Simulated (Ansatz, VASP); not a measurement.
# Nb in VASP and in Ansatz

```
Nb
1.0
    -1.70555    1.70555    1.58075
     1.70555   -1.70555    1.58075
     1.70555    1.70555   -1.58075
Nb
1
Direct
  0.00000 0.00000 0.00000
```

Change from the starting cell: strain +0.025 along x and y, -0.050 along z, atoms carried along.

Alike in both runs: task single point; functional PBE; k mesh 20 × 20 × 20; occupations gaussian, width 0.15 eV; no spin polarisation.

|  | VASP | Ansatz |
| --- | --- | --- |
| version | VASP 6.6.1 | Ansatz 0.2.0 |
| potentials or method | VASP PAW PBE potentials, release 64 (Nb_sv), cutoff 520 eV | scalar-relativistic, plane waves, PAW |
| valence electrons in the cell | 13 | 13 |

VASP gave:

```
gap on the k mesh at the Fermi level (eV)                     : none
pressure (GPa)                                                : -2.3
traceless stress, the component that is largest in VASP (GPa) : 4.21
```

Task: What did Ansatz give for the same quantities?

Result: gap on the k mesh at the Fermi level (eV): none; pressure (GPa): -2.0; traceless stress, the component that is largest in VASP (GPa): 4.25.

A gap of «none» marks a metal or a gap that the smearing closes.
